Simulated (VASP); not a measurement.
Crystal: NaBe2.

```
Na Be
1.0
     4.60580    0.00000    0.00000
     0.00000    4.60580    0.00000
     0.00000    0.00000    4.35275
Na Be
2 4
Direct
  0.00000 0.50000 0.25000
  0.50000 0.00000 0.75000
  0.00000 0.00000 0.33333
  0.50000 0.50000 0.33333
  0.00000 0.00000 0.66667
  0.50000 0.50000 0.66667
```

- Program: VASP 6.6.1
- Task: relaxation of cell and atoms
- Functional: PBE
- Potentials or basis: VASP PAW PBE potentials, release 64 (Na_pv, Be)
- Cutoff: 600 eV
- k mesh: 4 × 4 × 4
- Occupations: gaussian, width 0.1 eV
- Spin: no spin polarisation

At the start: pressure 23.5 GPa; volume 15.39 Å³/atom.

Problem. How do energy, volume and symmetry change on relaxing?

Solution. Over 17 steps the energy falls by 1204.5 meV/atom and the volume is 20.65 Å³/atom (+34.2 %); space group P4/nmm (No. 129, to 0.05 Å).

Step by step:
```
step  energy change (eV)  largest force (eV/Å)  pressure (GPa)  volume (Å³)
   1              0.0000               11.7997           23.50        92.34
   2             -4.0178                0.4097           -0.23       125.08
   3             -4.2045                0.3411           -0.58       122.66
   4             -4.3329                0.2783           -0.68       120.46
   5             -5.2057                0.2044            1.06       105.91
   6             -4.9891                1.9546            5.99        99.00
   7             -5.2592                0.3395            1.83       104.25
   8             -5.2617                0.7417            2.96       102.36
   9             -5.2707                0.5464            2.45       103.14
  10             -6.5459                0.6915            1.40       107.81
  11             -7.1218                0.2576            3.04       112.63
  12             -7.1376                0.0317            2.69       112.13
  13             -7.1363                0.0884            2.77       112.26
  14             -7.2086                0.0844            0.98       118.58
  15             -7.2218                0.0813           -0.09       123.28
  16             -7.2218                0.0815           -0.03       122.98
  17             -7.2270                0.0196            0.00       123.89
```

Final structure:
```xyz
6
Lattice="5.4660 0.0000 0.0000 0.0000 5.4660 0.0000 0.0000 0.0000 4.1466" Properties=species:S:1:pos:R:3 pbc="T T T"
Na    0.0000    2.7330    0.9862
Na    2.7330    5.4660    3.1605
Be    5.4660    0.0000    1.0384
Be    2.7330    2.7330    1.0384
Be    0.0000    5.4660    3.1082
Be    2.7330    2.7330    3.1082
```

Caveat: the k points lie up to 0.38 Å⁻¹ apart in the final cell; the volume moved by over 15 % at a fixed basis, so the end points are rough.
